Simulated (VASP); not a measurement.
Input of a VASP 6.6.1 run:

Contents of INCAR:

```
SYSTEM = Al32ClO48
PREC = Accurate ; ENCUT = 520
EDIFF = 1E-6 ; ISMEAR = -1
SIGMA = 0.01 ; LREAL = Auto
LASPH = .True. ; NELM = 120
ALGO = Normal ; ISIF = 2
LWAVE = .False. ; LCHARG = .False.
GGA = PE ; NBANDS = 242
NELECT = 392.0 ; GGA_COMPAT = .False.
ISYM = -1
```

KPOINTS

```
explicit points
1
Reciprocal
  0.25000000   0.25000000   0.25000000 1
```

File POSCAR:

```
Al32ClO48
1.0
    4.8078835200      2.7758328500      8.7484141900
   -4.8078835200      2.7758328500      8.7484141900
    0.0000000000     -5.5516656900      8.7484141900
Al O Cl
32 48 1
Direct
    0.3036463000      0.3242953600      0.3261380500
    0.4380054100      0.4185869100      0.4292801500
    0.0737118600      0.0746649600      0.0711498600
    0.1678743900      0.1802206400      0.1778160100
    0.3213876900      0.3237581100      0.8224905100
    0.4204015300      0.4273900900      0.9208492600
    0.0714233700      0.0734603600      0.5755750100
    0.1788043600      0.1756961800      0.6732241000
    0.3229968700      0.8273472800      0.3214285900
    0.4245568700      0.9292262100      0.4238979700
    0.0619287600      0.5720956000      0.0745764200
    0.1690949800      0.6792772200      0.1713773200
    0.3233544100      0.8264975300      0.8228955800
    0.4202238600      0.9272694100      0.9295856500
    0.0801114800      0.5725247000      0.5649133800
    0.1747022000      0.6777013600      0.6726261400
    0.7971176200      0.3272964300      0.3123113200
    0.9164970300      0.4233959900      0.4235867000
    0.5759715900      0.0797689400      0.0700215700
    0.6902093500      0.1728240100      0.1934544000
    0.8257496000      0.3208732200      0.8158556100
    0.9317200700      0.4312499500      0.9132737000
    0.5748628400      0.0719087800      0.5840583100
    0.6770887400      0.1800021200      0.6861264600
    0.8212597100      0.8221779300      0.3254348900
    0.9256734200      0.9222665500      0.4282001100
    0.5898984700      0.5827946300      0.0695971300
    0.6774348300      0.6844010700      0.1747074300
    0.8253639400      0.8246215500      0.8211763100
    0.9253063000      0.9284005500      0.9268590300
    0.5692079000      0.5772595500      0.5734830600
    0.6776811800      0.6773679100      0.6722833100
    0.2179527400      0.0310475400      0.3744019200
    0.4693479700      0.1273812400      0.2782542600
    0.0151394700      0.3737022400      0.2256148700
    0.3697947300      0.2235776700      0.0297642600
    0.1167902200      0.2781957000      0.4751957800
    0.2388656400      0.4740619300      0.1335403400
    0.2209412000      0.0329597200      0.8710379100
    0.4653084600      0.1208916300      0.7881614000
    0.0327096900      0.3752310400      0.7142781800
    0.3797120600      0.2237238100      0.5203560600
    0.1232918100      0.2788416500      0.9695196100
    0.2774956500      0.4720479700      0.6205851100
    0.2288254400      0.5247245700      0.3650097700
    0.4729529700      0.6287191900      0.2753939000
    0.0256095500      0.8765674600      0.2196912000
    0.3670223800      0.7347741900      0.0269317200
    0.1276365500      0.7781215100      0.4655258700
    0.2723884800      0.9755011000      0.1269476700
    0.2141699900      0.5305603700      0.8728247700
    0.4672284900      0.6286660100      0.7759727500
    0.0302873200      0.8743491500      0.7196734500
    0.3720017400      0.7257047400      0.5252429500
    0.1235537800      0.7828442400      0.9691189900
    0.2796909700      0.9740454600      0.6218256100
    0.7222297600      0.0156334700      0.3880230800
    0.9639809900      0.1260509800      0.2774255100
    0.6306679300      0.3409385000      0.2602767000
    0.8786822800      0.2237059400      0.0190424300
    0.6185175800      0.2679299100      0.5101097900
    0.7988792900      0.4981401400      0.0975245500
    0.7238547600      0.0178300000      0.8769485500
    0.9781010900      0.1209371800      0.7772685200
    0.5140896400      0.3850712400      0.7191035700
    0.8733952100      0.2196816200      0.5380787600
    0.6436982900      0.2637995900      0.9212188600
    0.7755928300      0.4767673400      0.6196735200
    0.7128757700      0.5290698500      0.3755022200
    0.9589085900      0.6285231100      0.2805178600
    0.5266926200      0.8803304800      0.2202470900
    0.8727994500      0.7308083000      0.0267442000
    0.6214572200      0.7801094100      0.4712511100
    0.7760166700      0.9782284000      0.1266823600
    0.7343830200      0.5366367800      0.8612459700
    0.9764356500      0.6289102400      0.7690784700
    0.5277866300      0.8746891000      0.7215123600
    0.8800462200      0.7176186700      0.5239566700
    0.6213847300      0.7859039700      0.9703273200
    0.7811189700      0.9645621800      0.6268193700
    0.5055620000      0.4191516400      0.0915660300
```

Potentials or basis: VASP PAW PBE potentials, release 64 (Al, O, Cl).

Run with:

```console
$ cat potpaw_PBE.64/Al/POTCAR potpaw_PBE.64/O/POTCAR potpaw_PBE.64/Cl/POTCAR > POTCAR
$ mpirun -np 1 vasp_std > vasp.out
```

Task: What does it give for the largest force?

Result: 0.035 eV/Å.

Forces in eV/Å, atoms in the order of the input:
```
Al   0.012  0.018  0.010
Al  -0.014 -0.002  0.004
Al   0.002 -0.001 -0.003
Al   0.002  0.004 -0.009
Al   0.004  0.001 -0.005
Al  -0.005 -0.006  0.001
Al   0.003  0.000  0.005
Al  -0.001 -0.002  0.002
Al   0.002 -0.002 -0.006
Al   0.001 -0.003  0.004
Al  -0.012  0.004 -0.012
Al   0.004 -0.003  0.007
Al  -0.001  0.007 -0.002
Al   0.002  0.002  0.003
Al  -0.006  0.001 -0.003
Al   0.001  0.002 -0.005
Al   0.008 -0.006  0.015
Al   0.003  0.001  0.004
Al   0.002 -0.004 -0.006
Al  -0.009  0.008 -0.014
Al   0.008  0.006  0.010
Al   0.001  0.002  0.002
Al   0.001  0.004 -0.006
Al   0.002 -0.013 -0.002
Al  -0.006 -0.001  0.008
Al  -0.001  0.000  0.003
Al  -0.002 -0.012 -0.019
Al  -0.001  0.003 -0.001
Al   0.003 -0.008 -0.008
Al  -0.003  0.003  0.003
Al   0.000  0.000 -0.001
Al  -0.001  0.004  0.004
O    0.023  0.003  0.002
O   -0.001  0.017  0.005
O   -0.014 -0.018 -0.002
O   -0.002  0.007 -0.006
O    0.007 -0.026 -0.011
O    0.013  0.018  0.019
O    0.019  0.001 -0.003
O    0.007  0.021  0.007
O   -0.010 -0.018  0.000
O   -0.011  0.014  0.002
O    0.002 -0.012  0.000
O   -0.021  0.001  0.006
O    0.030 -0.001  0.000
O    0.004 -0.007  0.008
O   -0.011 -0.016 -0.002
O    0.004  0.007 -0.001
O    0.010 -0.018  0.002
O   -0.020 -0.004  0.000
O    0.017 -0.012  0.002
O    0.008  0.012  0.005
O   -0.008 -0.017  0.001
O   -0.011  0.020  0.001
O    0.012 -0.023 -0.004
O   -0.018  0.001 -0.001
O    0.023 -0.004  0.004
O    0.010  0.019  0.000
O   -0.014  0.025 -0.019
O   -0.005  0.009 -0.005
O    0.007  0.000 -0.013
O   -0.016 -0.008 -0.005
O    0.012 -0.005  0.004
O    0.013  0.018 -0.002
O   -0.007 -0.018  0.004
O   -0.019  0.018 -0.002
O   -0.005 -0.022  0.017
O   -0.022 -0.001 -0.003
O    0.019  0.008  0.004
O    0.011  0.018 -0.006
O   -0.001  0.001  0.004
O   -0.016  0.016  0.001
O    0.005 -0.019 -0.005
O   -0.018  0.000 -0.004
O    0.017 -0.007 -0.005
O    0.009  0.017  0.001
O   -0.011 -0.021 -0.002
O   -0.008  0.020  0.000
O    0.010 -0.008  0.008
O   -0.027 -0.003  0.002
Cl   0.003 -0.010  0.006
```

Caveat: the cell carries a net charge on a neutralising background, which shifts energy and pressure.
